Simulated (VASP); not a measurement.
# Sb (Pm-3m) in VASP: notebook

Sb is run at these levels: PBEsol; tasks: single point.

All numbers are computed with VASP 6.6.1; they aren't measurements. Logs are shortened: lines on timing, memory, paths and dates and some standing lists are left out, and cuts for length are marked.

**1. The cell of the first run**

It takes space group Pm-3m (No. 221, cubic). Conventional cell: a = 3.047 Å, b = 3.047 Å, c = 3.047 Å, α = 90.00°, β = 90.00°, γ = 90.00°. Sb (site symmetry m-3m) has 6 Sb at 3.05 Å within 4.0 Å.

**2. Single point, PBEsol**

INCAR reads:

```
SYSTEM = Sb
PREC = Accurate
ENCUT = 520
EDIFF = 1E-7
ISMEAR = -1
SIGMA = 0.1
LREAL = .False.
LASPH = .True.
NELM = 100
ALGO = Normal
ISIF = 2
LWAVE = .False.
LCHARG = .False.
GGA = PS
NBANDS = 8
```

KPOINTS reads:

```
regular mesh
0
Gamma
  14 14 14
  0 0 0
```

POSCAR reads:

```
Sb
1.0
    3.0466467810      0.0000000000      0.0000000000
    0.0000000000      3.0466467810      0.0000000000
    0.0000000000      0.0000000000      3.0466467810
Sb
1
Direct
    0.0000000000      0.0000000000      0.0000000000
```

Potentials or basis: VASP PAW PBE potentials, release 64 (Sb).

Started as:

```
$ cat potpaw_PBE.64/Sb/POTCAR > POTCAR
$ mpirun -np 1 vasp_std > vasp.out
```

OUTCAR:

```text
SYSTEM = Sb
   PREC = Accurate
   ENCUT = 520
   EDIFF = 1E-7
   ISMEAR = -1
   LREAL = .False.
   LASPH = .True.
   NELM = 100
   ISIF = 2
   GGA = PS

 ion  position               nearest neighbor table
   1  0.000  0.000  0.000-

  LATTYP: Found a simple cubic cell.
 ALAT       =     3.0466467810

  Lattice vectors:

 A1 = (   3.0466467810,   0.0000000000,   0.0000000000)
 A2 = (   0.0000000000,   3.0466467810,   0.0000000000)
 A3 = (   0.0000000000,   0.0000000000,   3.0466467810)

Analysis of symmetry for initial positions (statically):
=====================================================================
 Subroutine PRICEL returns:
 Original cell was already a primitive cell.

 Routine SETGRP: Setting up the symmetry group for a
 simple cubic supercell.

 Subroutine GETGRP returns: Found 48 space group operations
 (whereof 48 operations were pure point group operations)
 out of a pool of 48 trial point group operations.

The static configuration has the point symmetry O_h .

Analysis of symmetry for dynamics (positions and initial velocities):
=====================================================================
 Subroutine PRICEL returns:
 Original cell was already a primitive cell.

 Routine SETGRP: Setting up the symmetry group for a
 simple cubic supercell.

 Subroutine GETGRP returns: Found 48 space group operations
 (whereof 48 operations were pure point group operations)
 out of a pool of 48 trial point group operations.

The dynamic configuration has the point symmetry O_h .

 Subroutine INISYM returns: Found 48 space group operations
 (whereof 48 operations are pure point group operations),
 and found     1 'primitive' translations

----------------------------------------------------------------------------------------

                                     Primitive cell

  volume of cell :      28.2791

  direct lattice vectors                    reciprocal lattice vectors
     3.046646781  0.000000000  0.000000000     0.328229713  0.000000000  0.000000000
     0.000000000  3.046646781  0.000000000     0.000000000  0.328229713  0.000000000
     0.000000000  0.000000000  3.046646781     0.000000000  0.000000000  0.328229713

  length of vectors
     3.046646781  3.046646781  3.046646781     0.328229713  0.328229713  0.328229713

  position of ions in fractional coordinates (direct lattice)
     0.000000000  0.000000000  0.000000000

  ion indices of the primitive-cell ions
   primitive index   ion index
                 1           1

----------------------------------------------------------------------------------------

 KPOINTS: regular mesh

Automatic generation of k-mesh.
 Grid dimensions read from file:
 generate k-points for:   14   14   14

 Generating k-lattice:

  Cartesian coordinates                     Fractional coordinates (reciprocal lattice)
     0.023444980  0.000000000  0.000000000     0.071428571  0.000000000  0.000000000
     0.000000000  0.023444980  0.000000000     0.000000000  0.071428571  0.000000000
     0.000000000  0.000000000  0.023444980     0.000000000  0.000000000  0.071428571

  Length of vectors
     0.023444980  0.023444980  0.023444980

  Shift w.r.t. Gamma in fractional coordinates (k-lattice)
     0.000000000  0.000000000  0.000000000

 Subroutine IBZKPT returns following result:
 ===========================================

 Found    120 irreducible k-points:

 Following reciprocal coordinates:
            Coordinates               Weight
  0.000000  0.000000  0.000000      1.000000
  0.071429  0.000000  0.000000      6.000000
  0.142857  0.000000  0.000000      6.000000
  0.214286  0.000000  0.000000      6.000000
  0.285714  0.000000  0.000000      6.000000
  0.357143  0.000000  0.000000      6.000000
[... 16 lines left out ...]
  0.285714  0.214286  0.000000     24.000000
  0.357143  0.214286  0.000000     24.000000
 [... further k-points ...]
   k-points           NKPTS =    120   k-points in BZ     NKDIM =    120   number of bands    NBANDS=      8
   number of dos      NEDOS =    301   number of ions     NIONS =      1
   total plane-waves  NPLWV =  13824
   dimension x,y,z NGX =    24 NGY =   24 NGZ =   24
   dimension x,y,z NGXF=    48 NGYF=   48 NGZF=   48
   ions per type =               1
   NGX,Y,Z   is equivalent  to a cutoff of  13.10, 13.10, 13.10 a.u.
   NGXF,Y,Z  is equivalent  to a cutoff of  26.19, 26.19, 26.19 a.u.
 SYSTEM =  Sb
   PREC   = accura    normal or accurate (medium, high low for compatibility)
   ISTART =      0    job   : 0-new  1-cont  2-samecut
   ICHARG =      2    charge: 1-file 2-atom 10-const
   ISPIN  =      1    spin polarized calculation?
   LNONCOLLINEAR =      F non collinear calculations
   LSORBIT =      F    spin-orbit coupling
   LASPH  =      T    aspherical Exc in radial PAW
   ENCUT  =  520.0 eV  38.22 Ry    6.18 a.u.   5.66  5.66  5.66*2*pi/ulx,y,z
   NELM   =    100;   NELMIN=  2; NELMDL= -5     # of ELM steps
   EDIFF  = 0.1E-06   stopping-criterion for ELM
   LREAL  =      F    real-space projection
   EDIFFG = 0.1E-05   stopping-criterion for IOM
   NSW    =      0    number of steps for IOM
   IBRION =     -1    ionic relax: 0-MD 1-quasi-New 2-CG
   NFREE  =      0    steps in history (QN), initial steepest desc. (CG)
   ISIF   =      2    stress and relaxation
   ISYM   =      2    0-nonsym 1-usesym 2-fastsym
   POTIM  = 0.5000    time-step for ionic-motion
   TEBEG  =    0.0;   TEEND  =   0.0 temperature during run
   PSTRESS=    0.0 pullay stress
   NELECT =       5.0000    total number of electrons
   NUPDOWN=      -1.0000    fix difference up-down
   EMIN   =  10.00;   EMAX   =-10.00  energy-range for DOS
   EFERMI =   0.00;   METHOD = LEGACY
   ISMEAR =    -1;   SIGMA  =   0.10  broadening in eV -4-tet -1-fermi 0-gaus
   EFERMI_NEDOS =   21; number of points for ismear=-14 and -15
   IALGO  =     38    algorithm
   IMIX   =      4    mixing-type and parameters
     AMIX     =   0.40;   BMIX     =  1.00
     AMIX_MAG =   1.60;   BMIX_MAG =  1.00
  volume/ion in A,a.u.               =      28.28       190.84
  Fermi-wavevector in a.u.,A,eV,Ry     =   0.918846  1.736367 11.487099  0.844278
  Thomas-Fermi vector in A             =   2.043973
   LORBIT       =      0    0 simple, 1 ext, 2 COOP (PROOUT), +10 PAW based schemes
   GGA     = PS    functional components
   LHFCALC =     F    Hartree Fock is set to
   AEXX    =    0.0000 exact exchange contribution
   IVDW    =     0    specifies the selected vdW correction
   LEPSILON=     F    determine dielectric tensor
   LRPA    =     F    only Hartree local field effects (RPA)
 non-spin polarized calculation
  energy-cutoff  :      520.00
  volume of cell :       28.28
 maximum number of plane-waves:       780
 NGX is ok and might be reduce to    24
   NGX = 11   NGY = 11   NGZ = 11

 number of electron       4.9999999 magnetization

 Free energy of the ion-electron system (eV)
  ---------------------------------------------------
  ext. energy  EPLUGINS =         0.00000000
  ---------------------------------------------------
  free energy    TOTEN  =        -4.54401567 eV

  energy without entropy =       -4.52665770  energy(sigma->0) =       -4.53533668

 E-fermi :   7.6296     XC(G=0):  -9.9793

 val. band max:        7.6024856048   @ k =   0.2857   0.2143   0.0000
 cond. band min:       7.6663596024   @ k =   0.5000   0.2857   0.2143
 fundamental gap:      0.0638739976
 Fermi energy:         7.6295711838

 k-point     1 :       0.0000    0.0000    0.0000
  band No.  band energies     occupation
      1      -5.1491      2.00000
      2      11.0718      0.00000
      3      11.0718      0.00000
      4      11.0718      0.00000
      5      14.6820      0.00000
      6      14.6820      0.00000
      7      16.1441      0.00000
      8      25.7120      0.00000

 k-point     2 :       0.0714    0.0000    0.0000
  band No.  band energies     occupation
      1      -5.0708      2.00000
      2      10.0624      0.00000
      3      11.1504      0.00000
      4      11.1504      0.00000
      5      14.7424      0.00000
      6      15.2975      0.00000
      7      16.6991      0.00000
      8      25.0008      0.00000

 k-point     3 :       0.1429    0.0000    0.0000
  band No.  band energies     occupation
      1      -4.8377      2.00000
      2       8.2595      0.00367
      3      11.3807      0.00000
      4      11.3807      0.00000
      5      14.9229      0.00000
      6      15.7687      0.00000
      7      18.5021      0.00000
      8      23.7899      0.00000

 k-point     4 :       0.2143    0.0000    0.0000
  band No.  band energies     occupation
      1      -4.4566      2.00000
      2       6.4178      1.99999
      3      11.7444      0.00000
      4      11.7444      0.00000
      5      15.2208      0.00000
      6      16.1495      0.00000
      7      20.6774      0.00000
      8      22.5290      0.00000

 k-point     5 :       0.2857    0.0000    0.0000
  band No.  band energies     occupation
      1      -3.9450      2.00000
      2       4.7117      2.00000
      3      12.2050      0.00000
      4      12.2050      0.00000
      5      15.6285      0.00000
      6      16.6208      0.00000
      7      21.3350      0.00000
      8      21.3350      0.00000
[... 177 lines left out ...]
 k-point    22 :       0.2143    0.2143    0.0000
  band No.  band energies     occupation
      1      -3.7629      2.00000
      2       6.8625      1.99907
      3       7.3257      1.90861
      4      12.4230      0.00000
      5      16.1400      0.00000
      6      17.6249      0.00000
      7      20.6890      0.00000
      8      21.8409      0.00000

 k-point    23 :       0.2857    0.2143    0.0000
  band No.  band energies     occupation
      1      -3.2497      2.00000
      2       5.3570      2.00000
      3       7.6025      1.13461
      4      12.8883      0.00000
      5      15.8523      0.00000
      6      16.9410      0.00000
      7      21.3563      0.00000
      8      21.8267      0.00000

 k-point    24 :       0.3571    0.2143    0.0000
  band No.  band energies     occupation
      1      -2.6490      2.00000
      2       3.8909      2.00000
      3       8.1269      0.01375
      4      13.3851      0.00000
      5      14.7476      0.00000
      6      17.3711      0.00000
      7      20.8115      0.00000
      8      20.9369      0.00000

 [... further k-points ...]
[... 5 lines left out ...]
  --------------------------------------------------------------------------------------
  -------------------------------------------------------------------------------------
  Total        0.1947479      0.1947479      0.1947479     -0.0000000     -0.0000000      0.0000000
  in kB       11.0335947     11.0335947     11.0335947     -0.0000000     -0.0000000      0.0000000
  external PRESSURE =      11.0335947 kB  Pullay stress =       0.0000000 kB

 VOLUME and BASIS-vectors are now :
 -----------------------------------------------------------------------------
  energy-cutoff  :      520.00
  volume of cell :       28.28
      direct lattice vectors                 reciprocal lattice vectors
     3.046646781  0.000000000  0.000000000     0.328229713  0.000000000  0.000000000
     0.000000000  3.046646781  0.000000000     0.000000000  0.328229713  0.000000000
     0.000000000  0.000000000  3.046646781     0.000000000  0.000000000  0.328229713

 POSITION                                       TOTAL-FORCE (eV/Angst)
 -----------------------------------------------------------------------------------
      0.00000      0.00000      0.00000         0.000000      0.000000      0.000000
 -----------------------------------------------------------------------------------
    total drift:                               -0.000000      0.000000      0.000000

  FREE ENERGIE OF THE ION-ELECTRON SYSTEM (eV)
  ---------------------------------------------------
  free  energy   TOTEN  =        -4.5440156722 eV

  energy  without entropy=       -4.5266576967  energy(sigma->0) =       -4.53533668
```

It took 9.6 s on 1 thread of Intel Xeon Platinum 8259CL at 2.50GHz (Skylake/Cascade Lake), shared host; peak memory 0.15 GiB.

Results:

* Free energy: -4.5440 eV
* Pressure: 1.1 GPa

Caveat: the PAW data sets were made with another functional, which shifts forces and pressure a little; spin-orbit coupling is left out, which moves the levels of the heavy elements.

**3. Single point, PBEsol**

This run uses another cell than the first one, of 28.71 Å³/atom, 1.015 times its volume.

INCAR reads:

```
SYSTEM = Sb
PREC = Accurate ; ENCUT = 520
EDIFF = 1E-6 ; ISMEAR = -1
SIGMA = 0.1 ; LREAL = .False.
LASPH = .True. ; NELM = 100
ALGO = Normal ; ISIF = 2
LWAVE = .False. ; LCHARG = .False.
GGA = PS ; NBANDS = 8
```

KPOINTS reads:

```
Automatic mesh
0
Gamma
  14 14 14
  0 0 0
```

POSCAR reads:

```
Sb
1.0
    3.0620341470      0.0000000000      0.0000000000
    0.0000000000      3.0620341470      0.0000000000
    0.0000000000      0.0000000000      3.0620341470
Sb
1
Direct
    0.0000000000      0.0000000000      0.0000000000
```

Potentials or basis: VASP PAW PBE potentials, release 64 (Sb).

Started as:

```
$ cat potpaw_PBE.64/Sb/POTCAR > POTCAR
$ mpirun -np 1 vasp_std > vasp.out
```

Run time: 10 s. Hardware: 1 thread of Intel Xeon Platinum 8259CL at 2.50GHz (Skylake/Cascade Lake), shared host; peak memory 0.15 GiB.

It converged, with:

```yaml
Free_energy: -4.5456 eV
Pressure: 0.1 GPa
```

Levels at points of the mesh, in eV from the Fermi level:
| k point | band 1 | band 2 | band 3 | band 4 | band 5 | band 6 | band 7 |
| --- | --- | --- | --- | --- | --- | --- | --- |
| (0.00, 0.00, 0.00) | -12.65 | 3.41 | 3.41 | 3.41 | 7.04 | 7.04 | 8.42 |
| (0.50, 0.00, 0.00) | -10.08 | -5.82 | 5.55 | 5.55 | 9.22 | 10.67 | 11.55 |
| (0.50, 0.50, 0.00) | -7.34 | -3.66 | -3.66 | 2.03 | 7.75 | 13.26 | 13.41 |
| (0.50, 0.50, 0.50) | -4.27 | -1.63 | -1.63 | -1.63 | 4.81 | 4.81 | 4.81 |

Caveat: the PAW data sets were made with another functional, which shifts forces and pressure a little; spin-orbit coupling is left out, which moves the levels of the heavy elements.

**4. Single point, PBEsol**

This run uses another cell than the first one, of 28.71 Å³/atom, 1.015 times its volume.

INCAR reads:

```
PREC = Accurate
ENCUT = 520
EDIFF = 1E-6
ISMEAR = -1
SIGMA = 0.1
LREAL = False
LASPH = True
NELM = 100
ALGO = Normal
ISIF = 2
LWAVE = False
LCHARG = True
GGA = PS
LELF = True
LVHAR = True
NBANDS = 8
```

KPOINTS reads:

```
regular mesh
0
Gamma
  14 14 14
```

POSCAR is that of step 3.

Started as:

```
$ cat potpaw_PBE.64/Sb/POTCAR > POTCAR
$ mpirun -np 1 vasp_std > vasp.out
```

It took 9.2 s on 1 thread of Intel Xeon Platinum 8259CL at 2.50GHz (Skylake/Cascade Lake), shared host; peak memory 0.15 GiB.

Results (log left out):

```yaml
Free_energy: -4.5456 eV
Pressure: 0.1 GPa
```

Levels at points of the mesh, in eV from the Fermi level:
```csv
k point,band 1,band 2,band 3,band 4,band 5,band 6
"(0.00, 0.00, 0.00)",-12.65,3.41,3.41,3.41,7.04,7.04
"(0.50, 0.00, 0.00)",-10.08,-5.82,5.55,5.55,9.22,10.67
"(0.50, 0.50, 0.00)",-7.34,-3.66,-3.66,2.03,7.75,13.26
"(0.50, 0.50, 0.50)",-4.27,-1.63,-1.63,-1.63,4.81,4.81
```

Caveat: the PAW data sets were made with another functional, which shifts forces and pressure a little; spin-orbit coupling is left out, which moves the levels of the heavy elements.

**5. Single point, PBEsol**

This run uses another cell than the first one, of 29.14 Å³/atom, 1.030 times its volume.

INCAR reads:

```
SYSTEM = Sb
  PREC = Accurate
  ENCUT = 520
  EDIFF = 1E-6
  ISMEAR = -1
  SIGMA = 0.1
  LREAL = .FALSE.
  LASPH = .TRUE.
  NELM = 60
  ALGO = Normal
  ISIF = 2
  LWAVE = .FALSE.
  LCHARG = .FALSE.
  GGA = PS
  NBANDS = 8
```

KPOINTS reads:

```
Automatic mesh
0
G
  14 14 14
  0 0 0
```

POSCAR reads:

```
Sb
1.0
    3.0772683985      0.0000000000      0.0000000000
    0.0000000000      3.0772683985      0.0000000000
    0.0000000000      0.0000000000      3.0772683985
Sb
1
Direct
    0.0000000000      0.0000000000      0.0000000000
```

Started as:

```
$ cat potpaw_PBE.64/Sb/POTCAR > POTCAR
$ mpirun -np 1 vasp_std > vasp.out
```

It took 8.4 s on 1 thread of Intel Xeon Platinum 8259CL at 2.50GHz (Skylake/Cascade Lake), shared host; peak memory 0.15 GiB.

The run converged. Its results:

```
Free energy : -4.5447 eV
Pressure    : -0.8 GPa
```

Levels at points of the mesh, in eV from the Fermi level:
```tsv
k point	band 1	band 2	band 3	band 4	band 5	band 6	band 7	band 8
(0.00, 0.00, 0.00)	-12.53	3.38	3.38	3.38	7.03	7.03	8.34	17.92
(0.50, 0.00, 0.00)	-10.02	-5.71	5.46	5.46	9.18	10.64	11.55	11.58
(0.50, 0.50, 0.00)	-7.34	-3.59	-3.59	2.09	7.60	13.14	13.37	13.37
(0.50, 0.50, 0.50)	-4.35	-1.60	-1.60	-1.60	4.84	4.84	4.84	6.82
```

Caveat: the PAW data sets were made with another functional, which shifts forces and pressure a little; spin-orbit coupling is left out, which moves the levels of the heavy elements.

**6. The runs side by side**

```csv
cell,gap on the mesh (eV),pressure (GPa)
"a = 3.047 Å, 1 atom",none,1.1
"a = 3.062 Å, 1 atom",none,0.1
"a = 3.077 Å, 1 atom",none,-0.8
```

Alike in all rows: task single point; level PBEsol; potentials or basis VASP PAW PBE potentials, release 64 (Sb); no spin polarisation; k mesh 14 × 14 × 14; cutoff (eV) 520; smearing fermi-dirac 0.1 eV.

Caveats: the PAW data sets were made with another functional, which shifts forces and pressure a little; spin-orbit coupling is left out, which moves the levels of the heavy elements.

Total energies depend on the potentials used, so only differences within one code and one set of settings carry meaning.
